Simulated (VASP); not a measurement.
Input of a VASP 6.6.1 run:

INCAR

```
SYSTEM = LiCl
PREC     = Accurate       ! precision mode
ENCUT    = 520            ! plane-wave cutoff, eV
EDIFF    = 1E-7           ! SCF threshold, eV
ISMEAR   = 0              ! smearing method
SIGMA    = 0.05           ! smearing width, eV
LREAL    = .False.        ! projectors in reciprocal space
LASPH    = .True.         ! aspherical terms in the spheres
NELM     = 80             ! most SCF steps
ALGO     = Normal         ! electronic algorithm
ISIF     = 2              ! what is computed and relaxed
LWAVE    = .False.        ! write WAVECAR
LCHARG   = .False.        ! write CHGCAR
GGA      = CA             ! functional
NBANDS   = 12             ! bands
```

The input KPOINTS:

```
Automatic mesh
0
Gamma
  8 8 8
  0 0 0
```

Contents of POSCAR:

```
LiCl
1.0
   -0.0512952000      2.5647600000      2.5647600000
    2.5134648000      0.0000000000      2.5134648000
    2.5647600000      2.5647600000     -0.0512952000
Li Cl
1 1
Direct
    0.0000000000      0.0000000000      0.0000000000
    0.5000000000      0.5000000000      0.5000000000
```

Potentials or basis: VASP PAW LDA potentials, release 64 (Li_sv, Cl).

Command:

```console
$ cat potpaw_LDA.64/Li_sv/POTCAR potpaw_LDA.64/Cl/POTCAR > POTCAR
$ mpirun -np 1 vasp_std > vasp.out
```

**Question.** What does it give for the band gap on the k mesh?

**Answer.** 5.87 eV, direct.

Caveat: the cell differs from its parent crystal (strain -0.0400 x Voigt [0, 0, 0, 0, 1, 0]). A k mesh can miss the band edges.
